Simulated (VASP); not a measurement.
# MgSnO2: single point with PBE

MgSnO2:

```xyz
4
Lattice="4.2920 0.0000 0.0000 0.0000 4.2920 0.0000 0.0000 0.0000 3.0042" Properties=species:S:1:pos:R:3 pbc="T T T"
Mg    2.1460    2.1460    1.5021
Sn    0.0000    0.0000    0.0000
O     2.1460    0.0000    0.0000
O     0.0000    2.1460    0.0000
```

```yaml
Program: VASP 6.6.1
Task: single point
Functional: PBE
Potentials_or_basis: VASP PAW PBE potentials, release 64 (Mg_sv, Sn_d, O)
Cutoff: 840 eV
k_mesh: 12 × 12 × 16
Occupations: gaussian, width 0.1 eV
Spin: no spin polarisation
```

```json
{
  "Pressure": "0.1 GPa",
  "Band gap on the k mesh": "zero (bands 18 and 19 overlap by 1.67 eV)"
}
```

Stress tensor (GPa, compression positive):
```
 0.25  0.00  0.00
 0.00  0.25  0.00
 0.00  0.00 -0.14
```

Levels at points of the mesh, in eV from the Fermi level:
| k point | band 15 | band 16 | band 17 | band 18 | band 19 | band 20 | band 21 | band 22 |
| --- | --- | --- | --- | --- | --- | --- | --- | --- |
| (0.00, 0.00, 0.00) | -3.95 | -3.95 | -3.17 | -2.42 | -0.68 | 5.71 | 5.71 | 7.52 |
| (0.50, 0.00, 0.00) | -4.64 | -2.81 | -2.61 | -0.59 | 1.17 | 4.44 | 5.37 | 5.55 |
| (0.50, 0.50, 0.00) | -3.08 | -2.60 | -2.60 | 0.99 | 1.28 | 1.28 | 3.28 | 7.96 |
| (0.00, 0.00, 0.50) | -4.31 | -3.60 | -3.60 | -1.70 | 0.32 | 2.41 | 4.48 | 4.48 |
| (0.50, 0.00, 0.50) | -5.21 | -4.74 | -4.06 | -0.84 | 2.15 | 3.06 | 4.08 | 5.91 |
| (0.50, 0.50, 0.50) | -4.95 | -3.06 | -2.80 | -2.78 | 1.54 | 4.30 | 5.41 | 5.41 |

Wall time 6.9 min on 1 thread of Intel(R) Xeon(R) Platinum 8488C (Sapphire Rapids), on a shared host, peak memory 0.76 GiB.

Caveat: spin-orbit coupling is left out, which moves the levels of the heavy elements.
